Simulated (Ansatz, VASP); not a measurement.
## Two plane-wave programs on AgCl

INCAR

```
SYSTEM = AgCl
PREC     = Accurate       ! precision mode
ENCUT    = 500            ! plane-wave cutoff, eV
EDIFF    = 1E-6           ! SCF threshold, eV
ISMEAR   = 0              ! smearing method
SIGMA    = 0.02           ! smearing width, eV
LREAL    = .False.        ! projectors in reciprocal space
LASPH    = .True.         ! aspherical terms in the spheres
NELM     = 120            ! most SCF steps
ALGO     = Normal         ! electronic algorithm
ISIF     = 2              ! what is computed and relaxed
LWAVE    = .False.        ! write WAVECAR
LCHARG   = .True.         ! write CHGCAR
GGA      = PE             ! functional
LELF     = .True.         ! ELF
LVHAR    = .True.       
NBANDS   = 26             ! bands
GGA_COMPAT= .False.
```

Contents of KPOINTS:

```
Automatic mesh
0
Gamma
  8 8 6
  0 0 0
```

Contents of POSCAR:

```
AgCl
1.0
    3.9268790000      0.0000000000      0.0000000000
    0.0000000000      4.0030470000      0.0000000000
   -0.5491550000      0.0000000000      5.5724250000
Ag Cl
2 2
Direct
    0.1840190000      0.2500000000      0.2180810000
    0.8732784110      0.7500000000      0.7819190000
    0.7076580000      0.7500000000      0.2625640000
    0.2923420000      0.2500000000      0.7374360000
```

Input for Ansatz:

```yaml
crystal:
  lattice:
    - [3.926879, 0.0, 0.0]
    - [0.0, 4.003047, 0.0]
    - [-0.549155, 0.0, 5.572425]
  atoms:
    - { symbol: Ag, position: [0.184019, 0.25, 0.218081] }
    - { symbol: Ag, position: [0.873278411, 0.75, 0.781919] }
    - { symbol: Cl, position: [0.707658, 0.75, 0.262564] }
    - { symbol: Cl, position: [0.292342, 0.25, 0.737436] }
basis:
  ecutwfc: 420
kpoints:
  mp_grid: { grid: [8, 8, 6] }
hamiltonian:
  xc: pbe
scf:
  occupations: { method: gaussian, width: 0.02 }
output:
  forces: true
  stress: true
  eigenvalues: true
```

Change from the starting cell: one atom moved.

Alike in both runs: task single point; functional PBE; k mesh 8 × 8 × 6; occupations gaussian, width 0.02 eV; no spin polarisation.

|  | VASP | Ansatz |
| --- | --- | --- |
| version | VASP 6.6.1 | Ansatz 0.2.0 |
| potentials or method | VASP PAW PBE potentials, release 64 (Ag, Cl), cutoff 500 eV | scalar-relativistic, plane waves, PAW |
| valence electrons in the cell | 36 | 52 |

Ansatz gave:

- gap on the k mesh at the Fermi level (eV): 0.82
- least direct gap on the mesh (eV): 2.13
- pressure (GPa): 0.2
- traceless stress, the component that is largest in VASP (GPa): 0.42
- rms of the force components (eV/Å): 0.105

Q: Which values does VASP return?

A: gap on the k mesh at the Fermi level (eV): 0.82; least direct gap on the mesh (eV): 2.13; pressure (GPa): 0.1; traceless stress, the component that is largest in VASP (GPa): 0.42; rms of the force components (eV/Å): 0.102.

Atom by atom the forces differ by 0.003 eV/Å (rms over components). The functional is the same, so the differences come from potentials, cutoffs and numerics. VASP's potentials hold 36 valence electrons a cell and Ansatz's 52, so a difference there can come from the potentials and not from the codes.
